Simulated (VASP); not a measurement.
# Si3H2C4 in VASP: a series of runs

Si3H2C4 is run at these levels: LDA; tasks: single point.

All numbers are computed with VASP 6.6.1; they aren't measurements. Logs are shortened: lines on timing, memory, paths and dates and some standing lists are left out, and cuts for length are marked.

**1. The cell of the first run**

The cell holds a slab with vacuum, 18 atoms: a = 6.122 Å, b = 3.061 Å, c = 19.996 Å, α = 90.00°, β = 90.00°, γ = 90.00°.

**2. Single point, LDA**

INCAR

```
SYSTEM = Si3H2C4
PREC     = Accurate       ! precision mode
ENCUT    = 520            ! plane-wave cutoff, eV
EDIFF    = 1E-6           ! SCF threshold, eV
ISMEAR   = 0              ! smearing method
SIGMA    = 0.05           ! smearing width, eV
LREAL    = Auto         
LASPH    = .TRUE.         ! aspherical terms in the spheres
NELM     = 100            ! most SCF steps
ALGO     = Normal         ! electronic algorithm
ISIF     = 2              ! what is computed and relaxed
LWAVE    = .FALSE.        ! write WAVECAR
LCHARG   = .FALSE.        ! write CHGCAR
LDIPOL   = .TRUE.       
IDIPOL   = 3            
DIPOL    = 0.5 0.5 0.354
NBANDS   = 45             ! bands
```

KPOINTS

```
Automatic mesh
0
G
  4 8 1
  0 0 0
```

POSCAR

```
Si3H2C4
1.0
    6.1223116280      0.0000000000      0.0000000000
    0.0000000000      3.0611558140      0.0000000000
    0.0000000000      0.0000000000     19.9960979072
C Si H
8 6 4
Direct
    0.5000000000      0.5000000000      0.2326656844
    0.0000000000      0.5000000000      0.2326656844
    0.7500000000      0.0000000000      0.3409150060
    0.2500000000      0.0000000000      0.3409150060
   -0.0053743854      0.5000000000      0.4640991927
    0.5031778989      0.5000000000      0.4470464677
    0.3863315112      0.0000000000      0.5529292973
    0.6064264026      0.0000000000      0.5668320098
    0.2500000000      0.5000000000      0.2867903452
    0.7500000000      0.5000000000      0.2867903452
    0.5012822877      0.0000000000      0.3946810660
   -0.0031058958      0.0000000000      0.4021999202
    0.7170647602      0.5000000000      0.5160695032
    0.2721250725      0.5000000000      0.5088780480
    0.5000000000      0.2236746754      0.1987605550
    0.5000000000      0.7763253246      0.1987605550
    0.0000000000      0.7759774367      0.1986431602
    0.0000000000      0.2240225633      0.1986431602
```

Potentials or basis: VASP PAW LDA potentials, release 64 (C, Si, H).

Run with:

```sh
cat potpaw_LDA.64/C/POTCAR potpaw_LDA.64/Si/POTCAR potpaw_LDA.64/H/POTCAR > POTCAR
mpirun -np 1 vasp_std > vasp.out
```

OUTCAR:

```text
SYSTEM = Si3H2C4
   PREC = Accurate
   ENCUT = 520
   EDIFF = 1E-6
   ISMEAR = 0
   LREAL = Auto
   LASPH = .TRUE.
   NELM = 100
   ISIF = 2

 ion  position               nearest neighbor table
   1  0.500  0.500  0.233-  15 1.08  16 1.08   9 1.87  10 1.87
   2  0.000  0.500  0.233-  17 1.08  18 1.08   9 1.87  10 1.87
   3  0.750  0.000  0.341-  11 1.86  10 1.87  10 1.87  12 1.95
   4  0.250  0.000  0.341-   9 1.87   9 1.87  11 1.88  12 1.98
   5  0.995  0.500  0.464-  14 1.92  12 1.97  12 1.97  13 1.99
   6  0.503  0.500  0.447-  11 1.85  11 1.85  14 1.88  13 1.90
   7  0.386  0.000  0.553-   8 1.38  14 1.90  14 1.90
   8  0.606  0.000  0.567-   7 1.38  13 1.96  13 1.96
   9  0.250  0.500  0.287-   4 1.87   4 1.87   1 1.87   2 1.87  11 3.06  11 3.06  10 3.06  10 3.06

  10  0.750  0.500  0.287-   3 1.87   3 1.87   1 1.87   2 1.87  11 3.05  11 3.05   9 3.06   9 3.06

  11  0.501  0.000  0.395-   6 1.85   6 1.85   3 1.86   4 1.88  12 3.04  10 3.05  10 3.05   9 3.06
                             9 3.06  14 3.09  14 3.09  12 3.09
  12  0.997  0.000  0.402-   3 1.95   5 1.97   5 1.97   4 1.98  11 3.04  11 3.09  14 3.12  14 3.12

  13  0.717  0.500  0.516-   6 1.90   8 1.96   8 1.96   5 1.99  14 2.73
  14  0.272  0.500  0.509-   6 1.88   7 1.90   7 1.90   5 1.92  13 2.73  11 3.09  11 3.09  12 3.12
                            12 3.12
  15  0.500  0.224  0.199-   1 1.08
  16  0.500  0.776  0.199-   1 1.08
  17  0.000  0.776  0.199-   2 1.08
  18  0.000  0.224  0.199-   2 1.08

  LATTYP: Found a simple orthorhombic cell.
 ALAT       =     3.0611558140
 B/A-ratio  =     2.0000000000
 C/A-ratio  =     6.5322051938

  Lattice vectors:

 A1 = (   0.0000000000,  -3.0611558140,   0.0000000000)
 A2 = (   6.1223116280,   0.0000000000,   0.0000000000)
 A3 = (   0.0000000000,   0.0000000000,  19.9960979072)

Analysis of symmetry for initial positions (statically):
=====================================================================
 Subroutine PRICEL returns:
 Original cell was already a primitive cell.

 Routine SETGRP: Setting up the symmetry group for a
 simple orthorhombic supercell.

 Subroutine GETGRP returns: Found  2 space group operations
 (whereof  2 operations were pure point group operations)
 out of a pool of  8 trial point group operations.

The static configuration has the point symmetry C_1h.

Analysis of symmetry for dynamics (positions and initial velocities):
=====================================================================
 Subroutine PRICEL returns:
 Original cell was already a primitive cell.

 Routine SETGRP: Setting up the symmetry group for a
 simple orthorhombic supercell.

 Subroutine GETGRP returns: Found  2 space group operations
 (whereof  2 operations were pure point group operations)
 out of a pool of  8 trial point group operations.

The dynamic configuration has the point symmetry C_1h.

 Subroutine INISYM returns: Found  2 space group operations
 (whereof  2 operations are pure point group operations),
 and found     1 'primitive' translations

----------------------------------------------------------------------------------------

                                     Primitive cell

  volume of cell :     374.7539

  direct lattice vectors                    reciprocal lattice vectors
     6.122311628  0.000000000  0.000000000     0.163336998  0.000000000  0.000000000
     0.000000000  3.061155814  0.000000000     0.000000000  0.326673995  0.000000000
     0.000000000  0.000000000 19.996097907     0.000000000  0.000000000  0.050009757

  length of vectors
     6.122311628  3.061155814 19.996097907     0.163336998  0.326673995  0.050009757

  position of ions in fractional coordinates (direct lattice)
     0.500000000  0.500000000  0.232665684
     0.000000000  0.500000000  0.232665684
     0.750000000  0.000000000  0.340915006
     0.250000000  0.000000000  0.340915006
     0.994625615  0.500000000  0.464099193
     0.503177899  0.500000000  0.447046468
[... 10 lines left out ...]
     0.000000000  0.775977437  0.198643160
     0.000000000  0.224022563  0.198643160

  ion indices of the primitive-cell ions
   primitive index   ion index
                 1           1
                 2           2
                 3           3
                 4           4
                 5           5
                 6           6
[... 10 lines left out ...]
                17          17
                18          18

----------------------------------------------------------------------------------------

 KPOINTS: Automatic mesh

Automatic generation of k-mesh.
 Grid dimensions read from file:
 generate k-points for:    4    8    1

 Generating k-lattice:

  Cartesian coordinates                     Fractional coordinates (reciprocal lattice)
     0.040834249  0.000000000  0.000000000     0.250000000  0.000000000  0.000000000
     0.000000000  0.040834249  0.000000000     0.000000000  0.125000000  0.000000000
     0.000000000  0.000000000  0.050009757     0.000000000  0.000000000  1.000000000

  Length of vectors
     0.040834249  0.040834249  0.050009757

  Shift w.r.t. Gamma in fractional coordinates (k-lattice)
     0.000000000  0.000000000  0.000000000

 Subroutine IBZKPT returns following result:
 ===========================================

 Found     15 irreducible k-points:

 Following reciprocal coordinates:
            Coordinates               Weight
  0.000000  0.000000  0.000000      1.000000
  0.250000  0.000000  0.000000      2.000000
  0.500000  0.000000  0.000000      1.000000
  0.000000  0.125000  0.000000      2.000000
  0.250000  0.125000  0.000000      4.000000
  0.500000  0.125000  0.000000      2.000000
  0.000000  0.250000  0.000000      2.000000
  0.250000  0.250000  0.000000      4.000000
  0.500000  0.250000  0.000000      2.000000
  0.000000  0.375000  0.000000      2.000000
  0.250000  0.375000  0.000000      4.000000
  0.500000  0.375000  0.000000      2.000000
  0.000000  0.500000  0.000000      1.000000
  0.250000  0.500000  0.000000      2.000000
  0.500000  0.500000  0.000000      1.000000
   k-points           NKPTS =     15   k-points in BZ     NKDIM =     15   number of bands    NBANDS=     45
   number of dos      NEDOS =    301   number of ions     NIONS =     18
   total plane-waves  NPLWV = 172800
   dimension x,y,z NGX =    48 NGY =   24 NGZ =  150
   dimension x,y,z NGXF=    96 NGYF=   48 NGZF=  300
   ions per type =               8   6   4
   NGX,Y,Z   is equivalent  to a cutoff of  13.03, 13.03, 12.47 a.u.
   NGXF,Y,Z  is equivalent  to a cutoff of  26.07, 26.07, 24.94 a.u.
 SYSTEM =  Si3H2C4
   PREC   = accura    normal or accurate (medium, high low for compatibility)
   ISTART =      0    job   : 0-new  1-cont  2-samecut
   ICHARG =      2    charge: 1-file 2-atom 10-const
   ISPIN  =      1    spin polarized calculation?
   LNONCOLLINEAR =      F non collinear calculations
   LSORBIT =      F    spin-orbit coupling
   LASPH  =      T    aspherical Exc in radial PAW
   ENCUT  =  520.0 eV  38.22 Ry    6.18 a.u.  11.38  5.69 37.18*2*pi/ulx,y,z
   NELM   =    100;   NELMIN=  2; NELMDL= -5     # of ELM steps
   EDIFF  = 0.1E-05   stopping-criterion for ELM
   LREAL  =      T    real-space projection
   EDIFFG = 0.1E-04   stopping-criterion for IOM
   NSW    =      0    number of steps for IOM
   IBRION =     -1    ionic relax: 0-MD 1-quasi-New 2-CG
   NFREE  =      0    steps in history (QN), initial steepest desc. (CG)
   ISIF   =      2    stress and relaxation
   ISYM   =      2    0-nonsym 1-usesym 2-fastsym
   POTIM  = 0.5000    time-step for ionic-motion
   TEBEG  =    0.0;   TEEND  =   0.0 temperature during run
   PSTRESS=    0.0 pullay stress
   NELECT =      60.0000    total number of electrons
   NUPDOWN=      -1.0000    fix difference up-down
   EMIN   =  10.00;   EMAX   =-10.00  energy-range for DOS
   EFERMI =   0.00;   METHOD = LEGACY
   ISMEAR =     0;   SIGMA  =   0.05  broadening in eV -4-tet -1-fermi 0-gaus
   EFERMI_NEDOS =   21; number of points for ismear=-14 and -15
   IALGO  =     38    algorithm
   IMIX   =      4    mixing-type and parameters
     AMIX     =   0.40;   BMIX     =  1.00
     AMIX_MAG =   1.60;   BMIX_MAG =  1.00
  volume/ion in A,a.u.               =      20.82       140.50
  Fermi-wavevector in a.u.,A,eV,Ry     =   0.888948  1.679869 10.751721  0.790229
  Thomas-Fermi vector in A             =   2.010445
   LORBIT       =      0    0 simple, 1 ext, 2 COOP (PROOUT), +10 PAW based schemes
   GGA     = CA    functional components
   LHFCALC =     F    Hartree Fock is set to
   AEXX    =    0.0000 exact exchange contribution
   IVDW    =     0    specifies the selected vdW correction
   LEPSILON=     F    determine dielectric tensor
   LRPA    =     F    only Hartree local field effects (RPA)
 non-spin polarized calculation
 Gauss-broadening in eV      SIGMA  =   0.05
  energy-cutoff  :      520.00
  volume of cell :      374.75
 maximum number of plane-waves:     10115
 NGX is ok and might be reduce to    48
   NGX = 23   NGY = 11   NGZ = 75

 dipolmoment           0.000000      0.000000     -0.000850 electrons x Angstroem

 number of electron      60.0000002 magnetization

 dipolmoment           0.000000      0.000000      0.175833 electrons x Angstroem

 Free energy of the ion-electron system (eV)
  ---------------------------------------------------
  ext. energy  EPLUGINS =         0.00000000
  ---------------------------------------------------
  free energy    TOTEN  =      -129.05282708 eV

  energy without entropy =     -129.05105600  energy(sigma->0) =     -129.05194154

 E-fermi :   1.0114     XC(G=0):  -5.4589

 val. band max:        1.0113420742   @ k =   0.0000   0.3750   0.0000
 cond. band min:       1.2107590938   @ k =   0.0000   0.0000   0.0000
 fundamental gap:      0.1994170196
 Fermi energy:         1.0113872371

 k-point     1 :       0.0000    0.0000    0.0000
  band No.  band energies     occupation
      1     -15.6651      2.00000
      2     -14.8244      2.00000
      3     -13.4782      2.00000
      4     -12.5460      2.00000
      5     -12.1894      2.00000
      6     -12.1573      2.00000
[... 664 lines left out ...]
     41       5.7711      0.00000
     42       6.3061      0.00000
 [bands above 42 left out]

------------------------ aborting loop because EDIFF is reached ----------------------------------------

 vacuum level on the upper side and lower side of the slab       (xc-potential included)         0.680        -0.960

  FORCE on cell =-STRESS in cart. coord.  units (eV):
  Direction    XX          YY          ZZ          XY          YZ          ZX
  --------------------------------------------------------------------------------------
  -------------------------------------------------------------------------------------
  Total       -6.7969977      8.3370554    -11.3872351      0.0000000      0.0000000      0.0051947
  in kB      -29.0590615     35.6432379    -48.6836071      0.0000000      0.0000000      0.0222087
  external PRESSURE =     -14.0331436 kB  Pullay stress =       0.0000000 kB

 VOLUME and BASIS-vectors are now :
 -----------------------------------------------------------------------------
  energy-cutoff  :      520.00
  volume of cell :      374.75
      direct lattice vectors                 reciprocal lattice vectors
     6.122311628  0.000000000  0.000000000     0.163336998  0.000000000  0.000000000
     0.000000000  3.061155814  0.000000000     0.000000000  0.326673995  0.000000000
     0.000000000  0.000000000 19.996097907     0.000000000  0.000000000  0.050009757

 POSITION                                       TOTAL-FORCE (eV/Angst)
 -----------------------------------------------------------------------------------
      3.06116      1.53058      4.65241         0.002399      0.000000      0.793441
      0.00000      1.53058      4.65241        -0.001708      0.000000      0.623152
      4.59173      0.00000      6.81697         0.634400      0.000000      0.640095
      1.53058      0.00000      6.81697        -0.638159      0.000000      0.939455
      6.08941      1.53058      9.28017         0.008990      0.000000      0.010148
      3.08061      1.53058      8.93918        -0.002246      0.000000     -0.019925
[... 10 lines left out ...]
      0.00000      2.37539      3.97209         0.000888      0.033902     -0.025290
      0.00000      0.68577      3.97209         0.000888     -0.033902     -0.025290
 -----------------------------------------------------------------------------------
    total drift:                                0.001253      0.000000     -0.019813

  FREE ENERGIE OF THE ION-ELECTRON SYSTEM (eV)
  ---------------------------------------------------
  free  energy   TOTEN  =      -129.0528270825 eV

  energy  without entropy=     -129.0510559975  energy(sigma->0) =     -129.05194154

 vacuum level on the upper side and lower side of the slab         5.887         4.203
```

Run time: 16 min. Hardware: 1 thread of AMD EPYC 7R43 (Zen 3), shared host; peak memory 0.38 GiB.

Results:

| Item | Value |
| --- | --- |
| Free energy | -129.0528 eV |
| Largest force | 2.575 eV/Å |
| Band gap on the k mesh | zero (bands 30 and 31 overlap by 0.78 eV) |

Forces in eV/Å, atoms in the order of the input:
```
C    0.002  0.000  0.793
C   -0.002  0.000  0.623
C    0.634  0.000  0.640
C   -0.638  0.000  0.939
C    0.009  0.000  0.010
C   -0.002  0.000 -0.020
C   -0.071  0.000  0.521
C    0.065  0.000 -2.574
Si  -0.409  0.000 -0.395
Si   0.407  0.000 -0.427
Si   0.001  0.000  0.001
Si   0.002  0.000 -0.004
Si   0.016  0.000  0.007
Si  -0.018  0.000  0.002
H    0.000 -0.037 -0.033
H    0.000  0.037 -0.033
H    0.001  0.034 -0.025
H    0.001 -0.034 -0.025
```

(Continued in part 2 of 2.)
